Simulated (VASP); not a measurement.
The system is MgS (Niningerite).

```
S Mg
1.0
     0.00000    2.60165    2.60165
     2.60165    0.00000    2.60165
     2.60165    2.60165    0.00000
S Mg
1 1
Direct
  0.50959 0.50184 0.51348
  0.99407 0.01003 0.98603
```

This cell differs from its parent crystal: atoms moved at random.

| Item | Value |
| --- | --- |
| Program | VASP 6.6.1 |
| Task | relaxation of cell and atoms |
| Functional | LDA |
| Potentials or basis | VASP PAW LDA potentials, release 64 (S, Mg) |
| Cutoff | 600 eV |
| k mesh | 7 × 7 × 7 |
| Occupations | gaussian, width 0.01 eV |
| Spin | no spin polarisation |

At the start: pressure -3.3 GPa; volume 17.61 Å³/atom.

Task: How do energy, volume and symmetry change on relaxing?

Result: Over 10 steps the energy falls by 20.4 meV/atom and the volume is 16.76 Å³/atom (-4.8 %); space group Fm-3m (No. 225, to 0.05 Å).

Step by step:
```
step  energy change (eV)  largest force (eV/Å)  pressure (GPa)  volume (Å³)
   1              0.0000                0.3271           -3.31        35.22
   2             -0.0269                0.2976            0.63        33.40
   3             -0.0270                0.2956            0.83        33.32
   4             -0.0354                0.1735            0.52        33.36
   5             -0.0399                0.0100            0.21        33.44
   6             -0.0400                0.0069            0.21        33.44
   7             -0.0408                0.0070           -0.17        33.58
   8             -0.0408                0.0072           -0.19        33.59
   9             -0.0408                0.0048            0.11        33.47
  10             -0.0409                0.0055            0.01        33.51
```

Final structure:
```
S Mg
1.0
    -0.00015    2.55895    2.55884
     2.55882   -0.00017    2.55887
     2.55871    2.55888   -0.00007
S Mg
1 1
Direct
  0.50181 0.50586 0.49959
  0.00186 0.00602 0.99992
```

Caveat: the cell differs from its parent crystal (atoms moved at random).
